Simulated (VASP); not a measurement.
# Ge in VASP: single point with PBE+D3(BJ)

Aim: the single point of Ge with PBE+D3(BJ).

Program: VASP 6.6.1. These are calculated values, not measurements. Logs are shortened: lines on timing, memory, paths and dates and some standing lists are left out, and cuts for length are marked.

## (1) The cell of the first run

The cell holds a slab with vacuum, 4 atoms: a = 4.023 Å, b = 4.023 Å, c = 18.869 Å, α = 90.00°, β = 90.00°, γ = 120.00°.

## (2) Single point, PBE+D3(BJ) (layers slid over each other, then relaxed in part)

Input file INCAR:

```
PREC = Accurate ; ENCUT = 410
EDIFF = 1E-6 ; ISMEAR = 0
SIGMA = 0.1 ; LREAL = F
LASPH = T ; NELM = 120
ALGO = Normal ; ISIF = 2
LWAVE = F ; LCHARG = T
LDIPOL = T ; IDIPOL = 3
DIPOL = 0.5 0.5 0.347 ; GGA = PE
IVDW = 12 ; LELF = T
LVHAR = T ; LVACPOTAV = T
NBANDS = 36 ; GGA_COMPAT = F
NELMDL = -8
```

Input file KPOINTS:

```
Automatic mesh
0
Gamma
  9 9 1
```

Input file POSCAR:

```
Ge
1.0
    4.0226895460      0.0000000000      0.0000000000
   -2.0113447730      3.4837513384      0.0000000000
    0.0000000000      0.0000000000     18.8685220369
Ge
4
Direct
    0.3333333333      0.6666666667      0.2799968615
    0.6666666667      0.3333333333      0.2384924474
    0.0000000000      1.1666666667      0.4563728858
    0.3333333333      0.8333333333      0.4148651115
```

Potentials or basis: VASP PAW PBE potentials, release 64 (Ge_d).

The run is started by

```console
cat potpaw_PBE.64/Ge_d/POTCAR > POTCAR
mpirun -np 1 vasp_std > vasp.out
```

OUTCAR:

```text
PREC = Accurate
   ENCUT = 410
   EDIFF = 1E-6
   ISMEAR = 0
   LREAL = F
   LASPH = T
   NELM = 120
   ISIF = 2
   GGA = PE
   IVDW = 12
   NELMDL = -8
 IVDW          = 12

 ion  position               nearest neighbor table
   1  0.333  0.667  0.280-   2 2.45   2 2.45   2 2.45   4 2.63
   2  0.667  0.333  0.238-   1 2.45   1 2.45   1 2.45
   3  0.000  0.167  0.456-   4 2.45   4 2.45   4 2.45
   4  0.333  0.833  0.415-   3 2.45   3 2.45   3 2.45   1 2.63

  LATTYP: Found a hexagonal cell.
 ALAT       =     4.0226895460
 C/A-ratio  =     4.6905240440

  Lattice vectors:

 A1 = (   4.0226895460,   0.0000000000,   0.0000000000)
 A2 = (  -2.0113447730,   3.4837513384,   0.0000000000)
 A3 = (   0.0000000000,   0.0000000000,  18.8685220369)

Analysis of symmetry for initial positions (statically):
=====================================================================
 Subroutine PRICEL returns:
 Original cell was already a primitive cell.

 Routine SETGRP: Setting up the symmetry group for a
 hexagonal supercell.

 Subroutine GETGRP returns: Found  2 space group operations
 (whereof  1 operations were pure point group operations)
 out of a pool of 24 trial point group operations.

The static configuration has the point symmetry C_1 .
 The point group associated with its full space group is S_2 .

Analysis of symmetry for dynamics (positions and initial velocities):
=====================================================================
 Subroutine PRICEL returns:
 Original cell was already a primitive cell.

 Routine SETGRP: Setting up the symmetry group for a
 hexagonal supercell.

 Subroutine GETGRP returns: Found  2 space group operations
 (whereof  1 operations were pure point group operations)
 out of a pool of 24 trial point group operations.

The dynamic configuration has the point symmetry C_1 .
 The point group associated with its full space group is S_2 .

 Subroutine INISYM returns: Found  2 space group operations
 (whereof  1 operations are pure point group operations),
 and found     1 'primitive' translations

----------------------------------------------------------------------------------------

                                     Primitive cell

  volume of cell :     264.4244

  direct lattice vectors                    reciprocal lattice vectors
     4.022689546  0.000000000  0.000000000     0.248589902  0.143523447  0.000000000
    -2.011344773  3.483751338  0.000000000     0.000000000  0.287046894  0.000000000
     0.000000000  0.000000000 18.868522037     0.000000000  0.000000000  0.052998322

  length of vectors
     4.022689546  4.022689546 18.868522037     0.287046894  0.287046894  0.052998322

  position of ions in fractional coordinates (direct lattice)
     0.333333333  0.666666667  0.279996862
     0.666666667  0.333333333  0.238492447
     0.000000000  0.166666667  0.456372886
     0.333333333  0.833333333  0.414865111

  ion indices of the primitive-cell ions
   primitive index   ion index
                 1           1
                 2           2
                 3           3
                 4           4

----------------------------------------------------------------------------------------

 KPOINTS: Automatic mesh

Automatic generation of k-mesh.
 Grid dimensions read from file:
 generate k-points for:    9    9    1

 Generating k-lattice:

  Cartesian coordinates                     Fractional coordinates (reciprocal lattice)
     0.027621100  0.015947050  0.000000000     0.111111111  0.000000000  0.000000000
     0.000000000  0.031894099  0.000000000     0.000000000  0.111111111  0.000000000
     0.000000000  0.000000000  0.052998322     0.000000000  0.000000000  1.000000000

  Length of vectors
     0.031894099  0.031894099  0.052998322

  Shift w.r.t. Gamma in fractional coordinates (k-lattice)
     0.000000000  0.000000000  0.000000000

 Subroutine IBZKPT returns following result:
 ===========================================

 Found     41 irreducible k-points:

 Following reciprocal coordinates:
            Coordinates               Weight
  0.000000  0.000000  0.000000      1.000000
  0.111111  0.000000  0.000000      2.000000
  0.000000  0.111111  0.000000      2.000000
 -0.111111  0.111111  0.000000      2.000000
  0.222222  0.000000  0.000000      2.000000
  0.000000  0.222222  0.000000      2.000000
[... 16 lines left out ...]
  0.333333  0.111111  0.000000      2.000000
 -0.111111  0.444444  0.000000      2.000000
 [... further k-points ...]
   k-points           NKPTS =     41   k-points in BZ     NKDIM =     41   number of bands    NBANDS=     36
   number of dos      NEDOS =    301   number of ions     NIONS =      4
   total plane-waves  NPLWV =  98784
   dimension x,y,z NGX =    28 NGY =   28 NGZ =  126
   dimension x,y,z NGXF=    56 NGYF=   56 NGZF=  252
   ions per type =               4
   NGX,Y,Z   is equivalent  to a cutoff of  11.57, 11.57, 11.10 a.u.
   NGXF,Y,Z  is equivalent  to a cutoff of  23.14, 23.14, 22.20 a.u.
 SYSTEM =  unknown system
   PREC   = accura    normal or accurate (medium, high low for compatibility)
   ISTART =      0    job   : 0-new  1-cont  2-samecut
   ICHARG =      2    charge: 1-file 2-atom 10-const
   ISPIN  =      1    spin polarized calculation?
   LNONCOLLINEAR =      F non collinear calculations
   LSORBIT =      F    spin-orbit coupling
   LASPH  =      T    aspherical Exc in radial PAW
   ENCUT  =  410.0 eV  30.13 Ry    5.49 a.u.   6.64  6.64 31.15*2*pi/ulx,y,z
   NELM   =    120;   NELMIN=  2; NELMDL= -8     # of ELM steps
   EDIFF  = 0.1E-05   stopping-criterion for ELM
   LREAL  =      F    real-space projection
   EDIFFG = 0.1E-04   stopping-criterion for IOM
   NSW    =      0    number of steps for IOM
   IBRION =     -1    ionic relax: 0-MD 1-quasi-New 2-CG
   NFREE  =      0    steps in history (QN), initial steepest desc. (CG)
   ISIF   =      2    stress and relaxation
   ISYM   =      2    0-nonsym 1-usesym 2-fastsym
   POTIM  = 0.5000    time-step for ionic-motion
   TEBEG  =    0.0;   TEEND  =   0.0 temperature during run
   PSTRESS=    0.0 pullay stress
   NELECT =      56.0000    total number of electrons
   NUPDOWN=      -1.0000    fix difference up-down
   EMIN   =  10.00;   EMAX   =-10.00  energy-range for DOS
   EFERMI =   0.00;   METHOD = LEGACY
   ISMEAR =     0;   SIGMA  =   0.10  broadening in eV -4-tet -1-fermi 0-gaus
   EFERMI_NEDOS =   21; number of points for ismear=-14 and -15
   IALGO  =     38    algorithm
   IMIX   =      4    mixing-type and parameters
     AMIX     =   0.40;   BMIX     =  1.00
     AMIX_MAG =   1.60;   BMIX_MAG =  1.00
  volume/ion in A,a.u.               =      66.11       446.11
  Fermi-wavevector in a.u.,A,eV,Ry     =   0.975821  1.844035 12.955840  0.952227
  Thomas-Fermi vector in A             =   2.106391
   LORBIT       =      0    0 simple, 1 ext, 2 COOP (PROOUT), +10 PAW based schemes
   GGA     = PE    functional components
   LHFCALC =     F    Hartree Fock is set to
   AEXX    =    0.0000 exact exchange contribution
   IVDW    =    12    specifies the selected vdW correction
   LEPSILON=     F    determine dielectric tensor
   LRPA    =     F    only Hartree local field effects (RPA)
 non-spin polarized calculation
 Gauss-broadening in eV      SIGMA  =   0.10
  energy-cutoff  :      410.00
  volume of cell :      264.42
 maximum number of plane-waves:      5031
   NGX = 13   NGY = 13   NGZ = 63

 dipolmoment           0.000000      0.000000     -0.000002 electrons x Angstroem

 number of electron      56.0000007 magnetization

 dipolmoment           0.000000      0.000000      0.000349 electrons x Angstroem

 Free energy of the ion-electron system (eV)
  ---------------------------------------------------
  ext. energy  EPLUGINS =         0.00000000
  ---------------------------------------------------
  free energy    TOTEN  =       -16.54929143 eV

  energy without entropy =      -16.54693488  energy(sigma->0) =      -16.54811315

 E-fermi :  -1.4268     XC(G=0):  -4.2049

 val. band max:       -1.4474442460   @ k =   0.0000   0.0000   0.0000
 cond. band min:      -1.3667900283   @ k =   0.2222   0.2222   0.0000
 fundamental gap:      0.0806542176
 Fermi energy:        -1.4268366350

 k-point     1 :       0.0000    0.0000    0.0000
  band No.  band energies     occupation
      1     -25.8996      2.00000
      2     -25.8787      2.00000
      3     -25.8769      2.00000
      4     -25.8658      2.00000
      5     -25.8459      2.00000
      6     -25.8236      2.00000
[... 28 lines left out ...]
     35       2.7632      0.00000
     36       2.8542      0.00000

 k-point     2 :       0.1111    0.0000    0.0000
  band No.  band energies     occupation
      1     -25.9044      2.00000
      2     -25.8797      2.00000
      3     -25.8781      2.00000
      4     -25.8652      2.00000
      5     -25.8507      2.00000
      6     -25.8232      2.00000
[... 28 lines left out ...]
     35       2.9652      0.00000
     36       3.0124      0.00000

 k-point     3 :       0.0000    0.1111    0.0000
  band No.  band energies     occupation
      1     -25.9041      2.00000
      2     -25.8792      2.00000
      3     -25.8764      2.00000
      4     -25.8694      2.00000
      5     -25.8515      2.00000
      6     -25.8149      2.00000
[... 28 lines left out ...]
     35       2.9900      0.00000
     36       3.1434      0.00000

 k-point     4 :      -0.1111    0.1111    0.0000
  band No.  band energies     occupation
      1     -25.9047      2.00000
      2     -25.8805      2.00000
      3     -25.8759      2.00000
      4     -25.8672      2.00000
      5     -25.8489      2.00000
      6     -25.8214      2.00000
[... 28 lines left out ...]
     35       2.9913      0.00000
     36       3.0725      0.00000

 k-point     5 :       0.2222    0.0000    0.0000
  band No.  band energies     occupation
      1     -25.9125      2.00000
      2     -25.8828      2.00000
      3     -25.8780      2.00000
      4     -25.8657      2.00000
      5     -25.8567      2.00000
      6     -25.8227      2.00000
[... 655 lines left out ...]
 k-point    22 :       0.3333   -0.1111    0.0000
  band No.  band energies     occupation
      1     -25.9168      2.00000
      2     -25.8854      2.00000
      3     -25.8794      2.00000
      4     -25.8675      2.00000
      5     -25.8556      2.00000
      6     -25.8235      2.00000
[... 28 lines left out ...]
     35       3.8510      0.00000
     36       3.9816      0.00000

 k-point    23 :       0.3333    0.1111    0.0000
  band No.  band energies     occupation
      1     -25.9196      2.00000
      2     -25.8889      2.00000
      3     -25.8757      2.00000
      4     -25.8674      2.00000
      5     -25.8524      2.00000
      6     -25.8352      2.00000
[... 28 lines left out ...]
     35       4.9304      0.00000
     36       4.9551      0.00000

 k-point    24 :      -0.1111    0.4444    0.0000
  band No.  band energies     occupation
      1     -25.9190      2.00000
      2     -25.8867      2.00000
      3     -25.8762      2.00000
      4     -25.8721      2.00000
      5     -25.8531      2.00000
      6     -25.8262      2.00000
[... 28 lines left out ...]
     35       4.4727      0.00000
     36       5.0198      0.00000

 [... further k-points ...]

------------------------ aborting loop because EDIFF is reached ----------------------------------------

 Edisp (eV)   -0.87300

 E8    (eV) :    -0.4090

  FORCE on cell =-STRESS in cart. coord.  units (eV):
  Direction    XX          YY          ZZ          XY          YZ          ZX
  --------------------------------------------------------------------------------------
  -------------------------------------------------------------------------------------
  Total      -0.20440    -0.09234    -0.22600     0.13972    -0.10684     0.35098
  in kB      -1.23848    -0.55949    -1.36935     0.84660    -0.64736     2.12662
  external pressure =       -1.06 kB  Pullay stress =        0.00 kB

 VOLUME and BASIS-vectors are now :
 -----------------------------------------------------------------------------
  energy-cutoff  :      410.00
  volume of cell :      264.42
      direct lattice vectors                 reciprocal lattice vectors
     4.022689546  0.000000000  0.000000000     0.248589902  0.143523447  0.000000000
    -2.011344773  3.483751338  0.000000000     0.000000000  0.287046894  0.000000000
     0.000000000  0.000000000 18.868522037     0.000000000  0.000000000  0.052998322

 POSITION                                       TOTAL-FORCE (eV/Angst)
 -----------------------------------------------------------------------------------
     -0.00000      2.32250      5.28313        -0.037524     -0.025731     -0.002851
      2.01134      1.16125      4.50000        -0.061552      0.040935     -0.001382
     -0.33522      0.58063      8.61108         0.061552     -0.040935      0.001382
     -0.33522      2.90313      7.82789         0.037524      0.025731      0.002851
 -----------------------------------------------------------------------------------
    total drift:                                0.000754     -0.001590      0.075258

  FREE ENERGIE OF THE ION-ELECTRON SYSTEM (eV)
  ---------------------------------------------------
  free  energy   TOTEN  =       -17.4222896409 eV

  energy  without entropy=      -17.4199330965  energy(sigma->0) =      -17.42111137

 vacuum level on the upper side and lower side of the slab         3.147         3.142
```

It took 14 min on 1 thread of Oxide Virtual Turin-like, shared host; peak memory 0.39 GiB.

What came out:

| Property | Result |
| --- | --- |
| Free energy | -17.4223 eV |
| Largest force | 0.074 eV/Å |
| Band gap on the k mesh | 0.08 eV (least direct gap 0.28 eV) |
| Dispersion energy per atom | -0.218 eV |

Forces on the atoms (eV/Å):
```
Ge  -0.038 -0.026 -0.003
Ge  -0.062  0.041 -0.001
Ge   0.062 -0.041  0.001
Ge   0.038  0.026  0.003
```

Caveat: the cell differs from its parent crystal (layers slid over each other, then relaxed in part).
